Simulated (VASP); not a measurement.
# Ti (Pm-3m) in VASP: settings compared

Aim: see how the results for Ti move with the level of theory and the settings. Levels: PBE, HSE06. Tasks: single point, relaxation of cell and atoms.

All numbers are computed with VASP 6.6.1; they aren't measurements. Logs are shortened: lines on timing, memory, paths and dates and some standing lists are left out, and cuts for length are marked.

**1. The cell of the first run**

It takes space group Pm-3m (No. 221, cubic). The conventional cell has a = 2.714 Å, b = 2.714 Å, c = 2.714 Å, α = 90.00°, β = 90.00°, γ = 90.00°. Ti (site symmetry m-3m) has 6 Ti at 2.71 Å within 3.6 Å.

**2. Single point, PBE, collinear spin, ferromagnetic start (volume scaled by 1.08)**

INCAR

```
ALGO = Normal ; EDIFF = 1E-6
ENCUT = 520 ; GGA = PE
ISIF = 2 ; ISMEAR = -1
ISPIN = 2 ; LASPH = True
LCHARG = True ; LELF = True
LMAXMIX = 4 ; LORBIT = 11
LREAL = False ; LVHAR = True
LWAVE = False ; MAGMOM = 0.173
NBANDS = 16 ; NELM = 150
PREC = Accurate ; SIGMA = 0.05
```

KPOINTS

```
k-points
0
Gamma
  13 13 13
```

POSCAR

```
Ti
1.0
    2.7138332844      0.0000000000      0.0000000000
    0.0000000000      2.7138332844      0.0000000000
    0.0000000000      0.0000000000      2.7138332844
Ti
1
Direct
    0.0000000000      0.0000000000      0.0000000000
```

Potentials or basis: VASP PAW PBE potentials, release 64 (Ti_sv).

On the command line:

```console
$ cat potpaw_PBE.64/Ti_sv/POTCAR > POTCAR
$ mpirun -np 1 vasp_std > vasp.out
```

OUTCAR:

```text
EDIFF = 1E-6
   ENCUT = 520
   GGA = PE
   ISIF = 2
   ISMEAR = -1
   ISPIN = 2
   LASPH = True
   LORBIT = 11
   LREAL = False
   NELM = 150
   PREC = Accurate

 ion  position               nearest neighbor table
   1  0.000  0.000  0.000-

  LATTYP: Found a simple cubic cell.
 ALAT       =     2.7138332844

  Lattice vectors:

 A1 = (   2.7138332844,   0.0000000000,   0.0000000000)
 A2 = (   0.0000000000,   2.7138332844,   0.0000000000)
 A3 = (   0.0000000000,   0.0000000000,   2.7138332844)

Analysis of symmetry for initial positions (statically):
=====================================================================
 Subroutine PRICEL returns:
 Original cell was already a primitive cell.

 Routine SETGRP: Setting up the symmetry group for a
 simple cubic supercell.

 Subroutine GETGRP returns: Found 48 space group operations
 (whereof 48 operations were pure point group operations)
 out of a pool of 48 trial point group operations.

The static configuration has the point symmetry O_h .

Analysis of symmetry for dynamics (positions and initial velocities):
=====================================================================
 Subroutine PRICEL returns:
 Original cell was already a primitive cell.

 Routine SETGRP: Setting up the symmetry group for a
 simple cubic supercell.

 Subroutine GETGRP returns: Found 48 space group operations
 (whereof 48 operations were pure point group operations)
 out of a pool of 48 trial point group operations.

The dynamic configuration has the point symmetry O_h .

Analysis of structural, dynamic, and magnetic symmetry:
=====================================================================
 Subroutine PRICEL returns:
 Original cell was already a primitive cell.

 Routine SETGRP: Setting up the symmetry group for a
 simple cubic supercell.

 Subroutine GETGRP returns: Found 48 space group operations
 (whereof 48 operations were pure point group operations)
 out of a pool of 48 trial point group operations.

The overall configuration has the point symmetry O_h .

 Subroutine INISYM returns: Found 48 space group operations
 (whereof 48 operations are pure point group operations),
 and found     1 'primitive' translations

----------------------------------------------------------------------------------------

                                     Primitive cell

  volume of cell :      19.9871

  direct lattice vectors                    reciprocal lattice vectors
     2.713833284  0.000000000  0.000000000     0.368482473  0.000000000  0.000000000
     0.000000000  2.713833284  0.000000000     0.000000000  0.368482473  0.000000000
     0.000000000  0.000000000  2.713833284     0.000000000  0.000000000  0.368482473

  length of vectors
     2.713833284  2.713833284  2.713833284     0.368482473  0.368482473  0.368482473

  position of ions in fractional coordinates (direct lattice)
     0.000000000  0.000000000  0.000000000

  ion indices of the primitive-cell ions
   primitive index   ion index
                 1           1

----------------------------------------------------------------------------------------

 KPOINTS: k-points

Automatic generation of k-mesh.
 Grid dimensions read from file:
 generate k-points for:   13   13   13

 Generating k-lattice:

  Cartesian coordinates                     Fractional coordinates (reciprocal lattice)
     0.028344806  0.000000000  0.000000000     0.076923077  0.000000000  0.000000000
     0.000000000  0.028344806  0.000000000     0.000000000  0.076923077  0.000000000
     0.000000000  0.000000000  0.028344806     0.000000000  0.000000000  0.076923077

  Length of vectors
     0.028344806  0.028344806  0.028344806

  Shift w.r.t. Gamma in fractional coordinates (k-lattice)
     0.000000000  0.000000000  0.000000000

 Subroutine IBZKPT returns following result:
 ===========================================

 Found     84 irreducible k-points:

 Following reciprocal coordinates:
            Coordinates               Weight
  0.000000  0.000000  0.000000      1.000000
  0.076923  0.000000  0.000000      6.000000
  0.153846  0.000000  0.000000      6.000000
  0.230769  0.000000  0.000000      6.000000
  0.307692  0.000000  0.000000      6.000000
  0.384615  0.000000  0.000000      6.000000
[... 16 lines left out ...]
  0.307692  0.307692  0.000000     12.000000
  0.384615  0.307692  0.000000     24.000000
 [... further k-points ...]
   k-points           NKPTS =     84   k-points in BZ     NKDIM =     84   number of bands    NBANDS=     16
   number of dos      NEDOS =    301   number of ions     NIONS =      1
   total plane-waves  NPLWV =   8000
   dimension x,y,z NGX =    20 NGY =   20 NGZ =   20
   dimension x,y,z NGXF=    40 NGYF=   40 NGZF=   40
   ions per type =               1
   NGX,Y,Z   is equivalent  to a cutoff of  12.25, 12.25, 12.25 a.u.
   NGXF,Y,Z  is equivalent  to a cutoff of  24.50, 24.50, 24.50 a.u.
 SYSTEM =  unknown system
   PREC   = accura    normal or accurate (medium, high low for compatibility)
   ISTART =      0    job   : 0-new  1-cont  2-samecut
   ICHARG =      2    charge: 1-file 2-atom 10-const
   ISPIN  =      2    spin polarized calculation?
   LNONCOLLINEAR =      F non collinear calculations
   LSORBIT =      F    spin-orbit coupling
   LASPH  =      T    aspherical Exc in radial PAW
   ENCUT  =  520.0 eV  38.22 Ry    6.18 a.u.   5.05  5.05  5.05*2*pi/ulx,y,z
   NELM   =    150;   NELMIN=  2; NELMDL= -5     # of ELM steps
   EDIFF  = 0.1E-05   stopping-criterion for ELM
   LREAL  =      F    real-space projection
   EDIFFG = 0.1E-04   stopping-criterion for IOM
   NSW    =      0    number of steps for IOM
   IBRION =     -1    ionic relax: 0-MD 1-quasi-New 2-CG
   NFREE  =      0    steps in history (QN), initial steepest desc. (CG)
   ISIF   =      2    stress and relaxation
   ISYM   =      2    0-nonsym 1-usesym 2-fastsym
   POTIM  = 0.5000    time-step for ionic-motion
   TEBEG  =    0.0;   TEEND  =   0.0 temperature during run
   PSTRESS=    0.0 pullay stress
   NELECT =      12.0000    total number of electrons
   NUPDOWN=      -1.0000    fix difference up-down
   EMIN   =  10.00;   EMAX   =-10.00  energy-range for DOS
   EFERMI =   0.00;   METHOD = LEGACY
   ISMEAR =    -1;   SIGMA  =   0.05  broadening in eV -4-tet -1-fermi 0-gaus
   EFERMI_NEDOS =   21; number of points for ismear=-14 and -15
   IALGO  =     38    algorithm
   IMIX   =      4    mixing-type and parameters
     AMIX     =   0.40;   BMIX     =  1.00
     AMIX_MAG =   1.60;   BMIX_MAG =  1.00
  volume/ion in A,a.u.               =      19.99       134.88
  Fermi-wavevector in a.u.,A,eV,Ry     =   1.381080  2.609862 25.951497  1.907381
  Thomas-Fermi vector in A             =   2.505897
   LORBIT       =     11    0 simple, 1 ext, 2 COOP (PROOUT), +10 PAW based schemes
   GGA     = PE    functional components
   LHFCALC =     F    Hartree Fock is set to
   AEXX    =    0.0000 exact exchange contribution
   IVDW    =     0    specifies the selected vdW correction
   LEPSILON=     F    determine dielectric tensor
   LRPA    =     F    only Hartree local field effects (RPA)
 spin polarized calculation
  energy-cutoff  :      520.00
  volume of cell :       19.99
 maximum number of plane-waves:       552
   NGX = 11   NGY = 11   NGZ = 11

 number of electron      12.0000009 magnetization       0.4311948

 Free energy of the ion-electron system (eV)
  ---------------------------------------------------
  ext. energy  EPLUGINS =         0.00000000
  ---------------------------------------------------
  free energy    TOTEN  =        -6.98189726 eV

  energy without entropy =       -6.96627345  energy(sigma->0) =       -6.97408535

 E-fermi :   6.7463     XC(G=0): -10.7450

 val. band max:        6.7455442415   @ k =   0.3846   0.3846   0.1538
 cond. band min:       6.7660455526   @ k =   0.3846   0.0769   0.0769
 fundamental gap:      0.0205013111
 Fermi energy:         6.7463096946

 spin component 1

 k-point     1 :       0.0000    0.0000    0.0000
  band No.  band energies     occupation
      1     -50.0796      1.00000
      2     -25.9667      1.00000
      3     -25.9667      1.00000
      4     -25.9667      1.00000
      5       1.0979      1.00000
      6       5.3781      1.00000
[... 8 lines left out ...]
     15      25.6609      0.00000
     16      27.7416      0.00000

 k-point     2 :       0.0769    0.0000    0.0000
  band No.  band energies     occupation
      1     -50.0744      1.00000
      2     -26.0067      1.00000
      3     -25.9633      1.00000
      4     -25.9633      1.00000
      5       1.2404      1.00000
      6       5.4115      1.00000
[... 8 lines left out ...]
     15      26.2353      0.00000
     16      28.5261      0.00000
[... 387 lines left out ...]
      5       4.3909      1.00000
      6       6.0220      1.00000
[... 8 lines left out ...]
     15      27.0455      0.00000
     16      30.3059      0.00000

 k-point    24 :       0.3846    0.3077    0.0000
  band No.  band energies     occupation
      1     -49.9402      1.00000
      2     -26.4978      1.00000
      3     -26.3550      1.00000
      4     -25.8771      1.00000
      5       4.6886      1.00000
      6       5.9821      1.00000
[... 8 lines left out ...]
     15      28.0423      0.00000
     16      29.7442      0.00000

 [... further k-points ...]

 spin component 2

 k-point     1 :       0.0000    0.0000    0.0000
  band No.  band energies     occupation
      1     -49.7940      1.00000
      2     -25.6846      1.00000
      3     -25.6846      1.00000
      4     -25.6846      1.00000
      5       1.3362      1.00000
      6       5.8443      1.00000
[... 8 lines left out ...]
     15      25.9566      0.00000
     16      27.9327      0.00000

 k-point     2 :       0.0769    0.0000    0.0000
  band No.  band energies     occupation
      1     -49.7889      1.00000
      2     -25.7242      1.00000
      3     -25.6812      1.00000
      4     -25.6812      1.00000
      5       1.4785      1.00000
      6       5.8785      1.00000
[... 8 lines left out ...]
     15      26.5157      0.00000
     16      28.7215      0.00000
[... 387 lines left out ...]
      5       4.6103      1.00000
      6       6.4169      0.99862
[... 8 lines left out ...]
     15      27.2030      0.00000
     16      30.7330      0.00000

 k-point    24 :       0.3846    0.3077    0.0000
  band No.  band energies     occupation
      1     -49.6560      1.00000
      2     -26.2089      1.00000
      3     -26.0674      1.00000
      4     -25.5948      1.00000
      5       4.8831      1.00000
      6       6.3949      0.99911
[... 8 lines left out ...]
     15      28.1815      0.00000
     16      30.1721      0.00000

 [... further k-points ...]
[... 5 lines left out ...]
  --------------------------------------------------------------------------------------
  -------------------------------------------------------------------------------------
  Total       -0.6899550     -0.6899550     -0.6899550     -0.0000000     -0.0000000      0.0000000
  in kB      -55.3072195    -55.3072195    -55.3072195     -0.0000000     -0.0000000      0.0000000
  external PRESSURE =     -55.3072195 kB  Pullay stress =       0.0000000 kB

 VOLUME and BASIS-vectors are now :
 -----------------------------------------------------------------------------
  energy-cutoff  :      520.00
  volume of cell :       19.99
      direct lattice vectors                 reciprocal lattice vectors
     2.713833284  0.000000000  0.000000000     0.368482473  0.000000000  0.000000000
     0.000000000  2.713833284  0.000000000     0.000000000  0.368482473  0.000000000
     0.000000000  0.000000000  2.713833284     0.000000000  0.000000000  0.368482473

 POSITION                                       TOTAL-FORCE (eV/Angst)
 -----------------------------------------------------------------------------------
      0.00000      0.00000      0.00000         0.000000      0.000000      0.000000
 -----------------------------------------------------------------------------------
    total drift:                                0.000000      0.000000      0.000000

  FREE ENERGIE OF THE ION-ELECTRON SYSTEM (eV)
  ---------------------------------------------------
  free  energy   TOTEN  =        -6.9818972566 eV

  energy  without entropy=       -6.9662734531  energy(sigma->0) =       -6.97408535

 total charge

# of ion       s       p       d       tot
------------------------------------------
    1        2.239   6.056   1.989  10.283

 magnetization (x)

# of ion       s       p       d       tot
------------------------------------------
    1        0.012   0.016   0.300   0.329
```

It took 22 s on 1 thread of Intel Xeon 6975P-C (Granite Rapids), shared host; peak memory 0.16 GiB.

Results:

```
Free energy                                           : -6.9819 eV
Pressure                                              : -5.5 GPa
Net moment                                            : 0.43 μB per cell
Site moments                                          : Ti +0.33 μB
Valence electrons inside the program's atomic spheres : Ti 10.28
```

**3. Single point, PBE, collinear spin, ferromagnetic start (volume scaled by 1.12)**

INCAR

```
SYSTEM = Ti
ALGO = Normal
EDIFF = 1E-6
ENCUT = 520
GGA = PE
ISIF = 2
ISMEAR = -1
ISPIN = 2
LASPH = .TRUE.
LCHARG = .FALSE.
LMAXMIX = 4
LORBIT = 11
LREAL = .FALSE.
LWAVE = .FALSE.
MAGMOM = 0.173
NBANDS = 16
NELM = 150
PREC = Accurate
SIGMA = 0.05
```

KPOINTS

```
k-points
0
G
  13 13 13
  0 0 0
```

POSCAR

```
Ti
1.0
    2.7469320743      0.0000000000      0.0000000000
    0.0000000000      2.7469320743      0.0000000000
    0.0000000000      0.0000000000      2.7469320743
Ti
1
Direct
    0.0000000000      0.0000000000      0.0000000000
```

Potentials or basis: VASP PAW PBE potentials, release 64 (Ti_sv).

On the command line:

```console
$ cat potpaw_PBE.64/Ti_sv/POTCAR > POTCAR
$ mpirun -np 1 vasp_std > vasp.out
```

OUTCAR:

```text
SYSTEM = Ti
   EDIFF = 1E-6
   ENCUT = 520
   GGA = PE
   ISIF = 2
   ISMEAR = -1
   ISPIN = 2
   LASPH = .TRUE.
   LORBIT = 11
   LREAL = .FALSE.
   NELM = 150
   PREC = Accurate

 ion  position               nearest neighbor table
   1  0.000  0.000  0.000-

  LATTYP: Found a simple cubic cell.
 ALAT       =     2.7469320743

  Lattice vectors:

[... 1112 lines left out ...]
     16      29.3300      0.00000

 [... further k-points ...]
[... 5 lines left out ...]
  --------------------------------------------------------------------------------------
  -------------------------------------------------------------------------------------
  Total       -0.9688859     -0.9688859     -0.9688859      0.0000000      0.0000000     -0.0000000
  in kB      -74.8926947    -74.8926947    -74.8926947      0.0000000      0.0000000     -0.0000000
  external PRESSURE =     -74.8926947 kB  Pullay stress =       0.0000000 kB

 VOLUME and BASIS-vectors are now :
 -----------------------------------------------------------------------------
  energy-cutoff  :      520.00
  volume of cell :       20.73
      direct lattice vectors                 reciprocal lattice vectors
     2.746932074  0.000000000  0.000000000     0.364042493  0.000000000  0.000000000
     0.000000000  2.746932074  0.000000000     0.000000000  0.364042493  0.000000000
     0.000000000  0.000000000  2.746932074     0.000000000  0.000000000  0.364042493

 POSITION                                       TOTAL-FORCE (eV/Angst)
 -----------------------------------------------------------------------------------
      0.00000      0.00000      0.00000         0.000000      0.000000      0.000000
 -----------------------------------------------------------------------------------
    total drift:                               -0.000000      0.000000      0.000000

  FREE ENERGIE OF THE ION-ELECTRON SYSTEM (eV)
  ---------------------------------------------------
  free  energy   TOTEN  =        -6.9519147108 eV

  energy  without entropy=       -6.9354430607  energy(sigma->0) =       -6.94367889

 total charge

# of ion       s       p       d       tot
------------------------------------------
    1        2.235   6.051   1.964  10.250

 magnetization (x)

# of ion       s       p       d       tot
------------------------------------------
    1        0.012   0.016   0.318   0.347
```

stdout:

```text
POSCAR found type information on POSCAR Ti
 POSCAR found :  1 types and       1 ions
 scaLAPACK will be used
 LDA part: xc-table for (Slater+PW92), standard interpolation
 POSCAR, INCAR and KPOINTS ok, starting setup
 FFT: planning ... GRIDC
 FFT: planning ... GRID_SOFT
 FFT: planning ... GRID
 WAVECAR not read
 entering main loop
```

Wall time 19 s (1 thread of Intel Xeon 6975P-C (Granite Rapids), shared host); peak memory 0.15 GiB.

Results:

| Property | Result |
| --- | --- |
| Free energy | -6.9519 eV |
| Pressure | -7.5 GPa |
| Net moment | 0.46 μB per cell |
| Site moments | Ti +0.35 μB |
| Valence electrons inside the program's atomic spheres | Ti 10.25 |

[end of part 1 of 3]
